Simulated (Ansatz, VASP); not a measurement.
# One calculation of Ag, two programs

The input POSCAR:

```
Ag
1.0
    2.9299980804      0.0000000000      0.0000000000
   -1.4649990402      2.5374527707      0.0000000000
    0.0000000000      0.0000000000      4.2511250000
Ag
2
Direct
    0.3333333333      0.6666666667      0.2500000000
    0.6666666667      0.3333333333      0.7500000000
```

The input INCAR.step1:

```
SYSTEM = Ag
PREC = Accurate ; ENCUT = 520
ISMEAR = 0 ; SIGMA = 0.15
LREAL = .FALSE. ; LASPH = .TRUE.
NELM = 60 ; NBANDS = 18
GGA = PE ; ALGO = Normal
EDIFF = 1E-4 ; LWAVE = .TRUE.
LCHARG = .FALSE.
```

The input INCAR.step2:

```
SYSTEM = Ag
PREC = Accurate ; ENCUT = 520
EDIFF = 1E-6 ; ISMEAR = 0
SIGMA = 0.15 ; LREAL = .FALSE.
LASPH = .TRUE. ; NELM = 60
ALGO = Normal ; ISIF = 2
LWAVE = .FALSE. ; LCHARG = .TRUE.
METAGGA = R2SCAN ; LMIXTAU = .TRUE.
LELF = .TRUE. ; LVHAR = .TRUE.
NBANDS = 18 ; ISTART = 1
```

KPOINTS

```
Automatic mesh
0
G
  18 18 10
  0 0 0
```

Input for Ansatz:

```yaml
crystal:
  lattice:
    - [2.9299980804, 0.0, 0.0]
    - [-1.4649990402, 2.5374527707, 0.0]
    - [0.0, 0.0, 4.251125]
  atoms:
    - { symbol: Ag, position: [0.3333333333, 0.6666666667, 0.25] }
    - { symbol: Ag, position: [0.6666666667, 0.3333333333, 0.75] }
basis:
  ecutwfc: 500
kpoints:
  mp_grid: { grid: [18, 18, 10] }
hamiltonian:
  xc: r2scan
scf:
  occupations: { method: gaussian, width: 0.15 }
output:
  forces: true
  stress: true
  eigenvalues: true
```

Change from the starting cell: strain -0.1125 x Voigt [0, 0, 1, 0, 0, 0], atoms carried along.

Alike in both runs: task single point; functional r2SCAN; k mesh 18 × 18 × 10; occupations gaussian, width 0.15 eV; no spin polarisation.

```csv
,VASP,Ansatz
version,VASP 6.6.1,Ansatz 0.2.0
potentials or method,"VASP PAW PBE potentials, release 64 (Ag), cutoff 520 eV","scalar-relativistic, plane waves, PAW"
valence electrons in the cell,22,38
```

```tsv
	VASP	Ansatz	Ansatz less VASP
gap on the k mesh at the Fermi level (eV)	none	none	-
pressure (GPa)	15.0	14.6	-0.36
traceless stress, the component that is largest in VASP (GPa)	10.59	10.40	-0.187
```

VASP's potentials were made for PBE, not for r2SCAN. A gap of «none» marks a metal or a gap that the smearing closes. VASP's potentials hold 22 valence electrons a cell and Ansatz's 38, so a difference there can come from the potentials and not from the codes.
